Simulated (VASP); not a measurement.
Here is a VASP 6.6.1 calculation.

POSCAR

```
GaN
1.0
    0.0000000000      2.2535006075      2.2535006075
    2.2535006075      0.0000000000      2.2535006075
    2.2535006075      2.2535006075      0.0000000000
Ga N
1 1
Direct
    0.0000000000      0.0000000000      0.0000000000
    0.2500000000      0.2500000000      0.2500000000
```

INCAR.step1

```
SYSTEM = GaN
PREC = Accurate
ENCUT = 520
EDIFF = 1E-5
ISMEAR = 0
SIGMA = 0.1
LREAL = .False.
LASPH = .True.
NELM = 60
ALGO = Normal
ISIF = 2
LWAVE = .True.
LCHARG = .False.
NBANDS = 16
GGA = PE
```

File INCAR.step2:

```
SYSTEM = GaN
PREC = Accurate
ENCUT = 520
EDIFF = 1E-6
ISMEAR = 0
SIGMA = 0.1
LREAL = .False.
LASPH = .True.
NELM = 60
ALGO = Normal
ISIF = 2
LWAVE = .False.
LCHARG = .False.
GGA = PE
LHFCALC = .True.
AEXX = 1.0
ALDAC = 0.0
AGGAC = 0.0
PRECFOCK = Normal
IVDW = 12
NBANDS = 16
ISTART = 1
```

File KPOINTS:

```
Automatic mesh
0
Gamma
  5 5 5
  0 0 0
```

Potentials or basis: VASP PAW PBE potentials, release 64 (Ga_d, N).

Launch:

```console
$ cat potpaw_PBE.64/Ga_d/POTCAR potpaw_PBE.64/N/POTCAR > POTCAR
$ cp INCAR.step1 INCAR
$ mpirun -np 1 vasp_std > vasp.out
$ cp INCAR.step2 INCAR
$ mpirun -np 1 vasp_std > vasp.out
```

Estimate the dispersion energy per atom.

-1.028 eV.

Estimate the band gap on the k mesh.

10.65 eV.

Predict the pressure.

-14.8 GPa.

Caveat: the k points lie up to 0.48 Å⁻¹ apart; the dispersion term is far too large for a dense solid, which distorts pressure and volume; the PAW data sets were made with another functional, which shifts forces and pressure a little.
